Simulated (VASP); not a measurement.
# CoO (F-43m) in VASP: single point with PBEsol

Aim: the single point of CoO with PBEsol.

Everything below comes from runs of VASP 6.6.1. Logs are shortened: lines on timing, memory, paths and dates and some standing lists are left out, and cuts for length are marked.

### 1 The cell of the first run

The structure is cubic, space group F-43m (No. 216). The conventional cell has a = 4.349 Å, b = 4.349 Å, c = 4.349 Å, α = 90.00°, β = 90.00°, γ = 90.00°. Co (site symmetry -43m) has 4 O at 1.88 Å within 2.5 Å. O (site symmetry -43m) has 4 Co at 1.88 Å within 2.5 Å.

### 2 Single point, PBEsol, collinear spin, antiferromagnetic start

Input file INCAR:

```
SYSTEM = CoO
  PREC = Accurate
  ENCUT = 520
  EDIFF = 1E-7
  ISMEAR = 0
  SIGMA = 0.1
  LREAL = .FALSE.
  LASPH = .TRUE.
  NELM = 150
  ALGO = Normal
  ISIF = 2
  LWAVE = .FALSE.
  LCHARG = .FALSE.
  ISPIN = 2
  MAGMOM = 3 -3 0 0
  LORBIT = 11
  LMAXMIX = 4
  GGA = PS
  NBANDS = 27
```

Input file KPOINTS:

```
Automatic mesh
0
G
  16 16 8
  0 0 0
```

Input file POSCAR:

```
CoO
1.0
    0.0000000000      2.1744804960      2.1744804960
    2.1744804960      0.0000000000      2.1744804960
    4.3489609920      4.3489609920      0.0000000000
Co O
2 2
Direct
    0.0000000000      1.0000000000      1.0000000000
    0.0000000000      1.0000000000      0.5000000000
    0.2500000000      0.2500000000      0.1250000000
    0.2500000000      0.2500000000      0.6250000000
```

Potentials or basis: VASP PAW PBE potentials, release 64 (Co, O).

The run is started by

```
cat potpaw_PBE.64/Co/POTCAR potpaw_PBE.64/O/POTCAR > POTCAR
mpirun -np 1 vasp_std > vasp.out
```

OUTCAR:

```text
SYSTEM = CoO
   PREC = Accurate
   ENCUT = 520
   EDIFF = 1E-7
   ISMEAR = 0
   LREAL = .FALSE.
   LASPH = .TRUE.
   NELM = 150
   ISIF = 2
   ISPIN = 2
   LORBIT = 11
   GGA = PS

 ion  position               nearest neighbor table
   1  0.000  0.000  0.000-   3 1.88   4 1.88   3 1.88   3 1.88   2 3.08   2 3.08   2 3.08   2 3.08
                             2 3.08   2 3.08
   2  0.000  0.000  0.500-   3 1.88   4 1.88   4 1.88   4 1.88   1 3.08   1 3.08   1 3.08   1 3.08
                             1 3.08   1 3.08
   3  0.250  0.250  0.125-   1 1.88   1 1.88   1 1.88   2 1.88
   4  0.250  0.250  0.625-   2 1.88   2 1.88   1 1.88   2 1.88

  LATTYP: Found a trigonal (rhomboedric) cell.
 ALAT       =     5.3263676708
 COS(alpha) =     0.8333333333

  Lattice vectors:

 A1 = (   4.3489609920,   2.1744804960,  -2.1744804960)
 A2 = (   2.1744804960,   2.1744804960,  -4.3489609920)
 A3 = (   2.1744804960,   4.3489609920,  -2.1744804960)

Analysis of symmetry for initial positions (statically):
=====================================================================
 Subroutine PRICEL returns following result:

  LATTYP: Found a face centered cubic cell.
 ALAT       =     4.3489609920
[... 12 lines left out ...]
 Subroutine GETGRP returns: Found  6 space group operations
 (whereof  6 operations were pure point group operations)
 out of a pool of 12 trial point group operations.

The static configuration has the point symmetry C_3v.

Analysis of symmetry for dynamics (positions and initial velocities):
=====================================================================
 Subroutine PRICEL returns following result:

  LATTYP: Found a face centered cubic cell.
 ALAT       =     4.3489609920
[... 12 lines left out ...]
 Subroutine GETGRP returns: Found  6 space group operations
 (whereof  6 operations were pure point group operations)
 out of a pool of 12 trial point group operations.

The dynamic configuration has the point symmetry C_3v.

Analysis of structural, dynamic, and magnetic symmetry:
=====================================================================
 Subroutine PRICEL returns following result:

  LATTYP: Found a face centered cubic cell.
 ALAT       =     4.3489609920
[... 12 lines left out ...]
 Subroutine GETGRP returns: Found  6 space group operations
 (whereof  6 operations were pure point group operations)
 out of a pool of 12 trial point group operations.

The overall configuration has the point symmetry C_3v.

 Subroutine INISYM returns: Found  6 space group operations
 (whereof  6 operations are pure point group operations),
 and found     2 'primitive' translations

----------------------------------------------------------------------------------------

                                     Primitive cell

  volume of cell :      20.5635

  direct lattice vectors                    reciprocal lattice vectors
     0.000000000  2.174480496  2.174480496    -0.229939979  0.229939979  0.229939979
     2.174480496  0.000000000  2.174480496     0.229939979 -0.229939979  0.229939979
     2.174480496  2.174480496  0.000000000     0.229939979  0.229939979 -0.229939979

  length of vectors
     3.075179809  3.075179809  3.075179809     0.398267727  0.398267727  0.398267727

  position of ions in fractional coordinates (direct lattice)
     0.000000000  0.000000000  0.000000000
     0.250000000  0.250000000  0.250000000

  ion indices of the primitive-cell ions
   primitive index   ion index
                 1           1
                 2           3

----------------------------------------------------------------------------------------

 KPOINTS: Automatic mesh

Automatic generation of k-mesh.
 Grid dimensions read from file:
 generate k-points for:   16   16    8

 Generating k-lattice:

  Cartesian coordinates                     Fractional coordinates (reciprocal lattice)
    -0.014371249  0.014371249  0.014371249     0.062500000  0.000000000  0.000000000
     0.014371249 -0.014371249  0.014371249     0.000000000  0.062500000  0.000000000
     0.014371249  0.014371249 -0.014371249     0.000000000  0.000000000  0.125000000

  Length of vectors
     0.024891733  0.024891733  0.024891733

  Shift w.r.t. Gamma in fractional coordinates (k-lattice)
     0.000000000  0.000000000  0.000000000

[... 28 lines left out ...]
  0.125000  0.000000  0.000000      6.000000
  0.187500  0.000000  0.000000      6.000000
  0.250000  0.000000  0.000000      6.000000
  0.312500  0.000000  0.000000      6.000000
[... 16 lines left out ...]
 -0.125000  0.062500  0.000000     12.000000
 -0.062500  0.062500  0.000000      6.000000
 [... further k-points ...]
   k-points           NKPTS =    213   k-points in BZ     NKDIM =    213   number of bands    NBANDS=     27
   number of dos      NEDOS =    301   number of ions     NIONS =      4
   total plane-waves  NPLWV =  27648
   dimension x,y,z NGX =    24 NGY =   24 NGZ =   48
   dimension x,y,z NGXF=    48 NGYF=   48 NGZF=   96
   ions per type =               2   2
   NGX,Y,Z   is equivalent  to a cutoff of  12.97, 12.97, 12.97 a.u.
   NGXF,Y,Z  is equivalent  to a cutoff of  25.95, 25.95, 25.95 a.u.
 SYSTEM =  CoO
   PREC   = accura    normal or accurate (medium, high low for compatibility)
   ISTART =      0    job   : 0-new  1-cont  2-samecut
   ICHARG =      2    charge: 1-file 2-atom 10-const
   ISPIN  =      2    spin polarized calculation?
   LNONCOLLINEAR =      F non collinear calculations
   LSORBIT =      F    spin-orbit coupling
   LASPH  =      T    aspherical Exc in radial PAW
   ENCUT  =  520.0 eV  38.22 Ry    6.18 a.u.   5.72  5.72 11.44*2*pi/ulx,y,z
   NELM   =    150;   NELMIN=  2; NELMDL= -5     # of ELM steps
   EDIFF  = 0.1E-06   stopping-criterion for ELM
   LREAL  =      F    real-space projection
   EDIFFG = 0.1E-05   stopping-criterion for IOM
   NSW    =      0    number of steps for IOM
   IBRION =     -1    ionic relax: 0-MD 1-quasi-New 2-CG
   NFREE  =      0    steps in history (QN), initial steepest desc. (CG)
   ISIF   =      2    stress and relaxation
   ISYM   =      2    0-nonsym 1-usesym 2-fastsym
   POTIM  = 0.5000    time-step for ionic-motion
   TEBEG  =    0.0;   TEEND  =   0.0 temperature during run
   PSTRESS=    0.0 pullay stress
   NELECT =      30.0000    total number of electrons
   NUPDOWN=      -1.0000    fix difference up-down
   EMIN   =  10.00;   EMAX   =-10.00  energy-range for DOS
   EFERMI =   0.00;   METHOD = LEGACY
   ISMEAR =     0;   SIGMA  =   0.10  broadening in eV -4-tet -1-fermi 0-gaus
   EFERMI_NEDOS =   21; number of points for ismear=-14 and -15
   IALGO  =     38    algorithm
   IMIX   =      4    mixing-type and parameters
     AMIX     =   0.40;   BMIX     =  1.00
     AMIX_MAG =   1.60;   BMIX_MAG =  1.00
  volume/ion in A,a.u.               =      10.28        69.38
  Fermi-wavevector in a.u.,A,eV,Ry     =   1.473691  2.784872 29.548655  2.171765
  Thomas-Fermi vector in A             =   2.588553
   LORBIT       =     11    0 simple, 1 ext, 2 COOP (PROOUT), +10 PAW based schemes
   GGA     = PS    functional components
   LHFCALC =     F    Hartree Fock is set to
   AEXX    =    0.0000 exact exchange contribution
   IVDW    =     0    specifies the selected vdW correction
   LEPSILON=     F    determine dielectric tensor
   LRPA    =     F    only Hartree local field effects (RPA)
 spin polarized calculation
 Gauss-broadening in eV      SIGMA  =   0.10
  energy-cutoff  :      520.00
  volume of cell :       41.13
 maximum number of plane-waves:      1124
   NGX = 11   NGY = 11   NGZ = 23

 number of electron      29.9999993 magnetization       0.0000000

 number of electron      29.9999993 magnetization      -0.0000000

 Free energy of the ion-electron system (eV)
  ---------------------------------------------------
  ext. energy  EPLUGINS =         0.00000000
  ---------------------------------------------------
  free energy    TOTEN  =       -28.65111348 eV

  energy without entropy =      -28.62828351  energy(sigma->0) =      -28.63969850

 E-fermi :   7.3890     XC(G=0): -12.0802

 val. band max:        7.3851555953   @ k =  -0.4375   0.3750   0.0000
 cond. band min:       7.3898827904   @ k =   0.5000   0.1250   0.1250
 fundamental gap:      0.0047271951
 Fermi energy:         7.3890025634

 spin component 1

 k-point     1 :       0.0000    0.0000    0.0000
  band No.  band energies     occupation
      1     -13.5172      1.00000
      2     -12.6814      1.00000
      3      -0.4976      1.00000
      4       0.6041      1.00000
      5       0.6041      1.00000
      6       0.7423      1.00000
[... 709 lines left out ...]
     26      22.5833      0.00000
     27      26.7150      0.00000

 [... further k-points ...]

 spin component 2

 k-point     1 :       0.0000    0.0000    0.0000
  band No.  band energies     occupation
      1     -13.5172      1.00000
      2     -12.6814      1.00000
      3      -0.4976      1.00000
      4       0.6041      1.00000
      5       0.6041      1.00000
      6       0.7423      1.00000
[... 709 lines left out ...]
     26      22.5833      0.00000
     27      26.7150      0.00000

 [... further k-points ...]

------------------------ aborting loop because EDIFF is reached ----------------------------------------

  FORCE on cell =-STRESS in cart. coord.  units (eV):
  Direction    XX          YY          ZZ          XY          YZ          ZX
  --------------------------------------------------------------------------------------
  -------------------------------------------------------------------------------------
  Total        0.9495372      0.9495372      0.9495372     -0.5696192      0.5696192      0.5696192
  in kB       36.9909964     36.9909964     36.9909964    -22.1905793     22.1905793     22.1905793
  external PRESSURE =      36.9909964 kB  Pullay stress =       0.0000000 kB

 VOLUME and BASIS-vectors are now :
 -----------------------------------------------------------------------------
  energy-cutoff  :      520.00
  volume of cell :       41.13
      direct lattice vectors                 reciprocal lattice vectors
     0.000000000  2.174480496  2.174480496    -0.229939979  0.229939979  0.229939979
     2.174480496  0.000000000  2.174480496     0.229939979 -0.229939979  0.229939979
     4.348960992  4.348960992  0.000000000     0.114969990  0.114969990 -0.114969990

 POSITION                                       TOTAL-FORCE (eV/Angst)
 -----------------------------------------------------------------------------------
      0.00000      0.00000      0.00000        -0.140129     -0.140129      0.140129
      2.17448      2.17448      0.00000        -0.140129     -0.140129      0.140129
      1.08724      1.08724      1.08724         0.140129      0.140129     -0.140129
      3.26172      3.26172      1.08724         0.140129      0.140129     -0.140129
 -----------------------------------------------------------------------------------
    total drift:                                0.000016      0.000016     -0.000015

  FREE ENERGIE OF THE ION-ELECTRON SYSTEM (eV)
  ---------------------------------------------------
  free  energy   TOTEN  =       -28.6511134797 eV

  energy  without entropy=      -28.6282835133  energy(sigma->0) =      -28.63969850

 total charge

# of ion       s       p       d       tot
------------------------------------------
    1        0.386   0.545   7.319   8.250
    2        0.386   0.545   7.319   8.250
    3        1.551   3.450   0.000   5.001
    4        1.551   3.450   0.000   5.001
--------------------------------------------------
tot          3.874   7.989  14.638  26.501

 magnetization (x)

# of ion       s       p       d       tot
------------------------------------------
    1        0.007   0.044   1.844   1.895
    2       -0.007  -0.044  -1.844  -1.895
    3        0.010   0.119   0.000   0.129
    4       -0.010  -0.119   0.000  -0.129
--------------------------------------------------
tot          0.000   0.000   0.000   0.000
```

Run time: 3.9 min. Hardware: 1 thread of AMD EPYC 9R45 (Zen 5), shared host; peak memory 0.41 GiB.

Results:

- Free energy: -28.6511 eV
- Pressure: 3.7 GPa
- Band gap on the k mesh: zero (filled and empty bands overlap)
- Net moment: 0.00 μB per cell
- Site moments: Co +1.90, -1.90; O +0.13, -0.13 μB
- Valence electrons inside the program's atomic spheres: Co 8.25; O 5.00

Caveat: the cell stands under pressure; the PAW data sets were made with another functional, which shifts forces and pressure a little; semilocal functionals often make such compounds metallic where correlation or magnetic order opens a gap, which also shifts bond lengths. With open d or f shells a metallic result of PBEsol can be an artefact of self-interaction; +U or a hybrid may open a gap.
